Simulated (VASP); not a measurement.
A run of VASP 6.6.1 is set up as follows.

INCAR

```
SYSTEM = Y2H2C
ALGO = Normal ; EDIFF = 1E-7
ENCUT = 520 ; GGA = PS
ISIF = 2 ; ISMEAR = -1
LASPH = .TRUE. ; LCHARG = .FALSE.
LREAL = .FALSE. ; LWAVE = .FALSE.
NBANDS = 22 ; NELM = 100
PREC = Accurate ; SIGMA = 0.15
```

File KPOINTS:

```
k-points
0
G
  11 11 6
  0 0 0
```

Contents of POSCAR:

```
Y2H2C
1.0
    3.6556000000      0.0000000000      0.0000000000
   -1.8278000000      3.1658420000      0.0000000000
    0.0000000000      0.0000000000      5.9973000000
Y H C
2 2 1
Direct
    0.3333333333      0.6666666667      0.2265000000
    0.6666666667      0.3333333333      0.7735000000
    0.3333333333      0.6666666667      0.6070000000
    0.6666666667      0.3333333333      0.3930000000
    0.0000000000      0.0000000000      0.0000000000
```

Potentials or basis: VASP PAW PBE potentials, release 64 (Y_sv, H, C).

Launch:

```sh
$ cat potpaw_PBE.64/Y_sv/POTCAR potpaw_PBE.64/H/POTCAR potpaw_PBE.64/C/POTCAR > POTCAR
$ mpirun -np 1 vasp_std > vasp.out
```

(1) What does it give for the largest force?

(2) Estimate the pressure.

Results:

(1) 0.118 eV/Å.

(2) -2.8 GPa.

Caveat: the PAW data sets were made with another functional, which shifts forces and pressure a little.
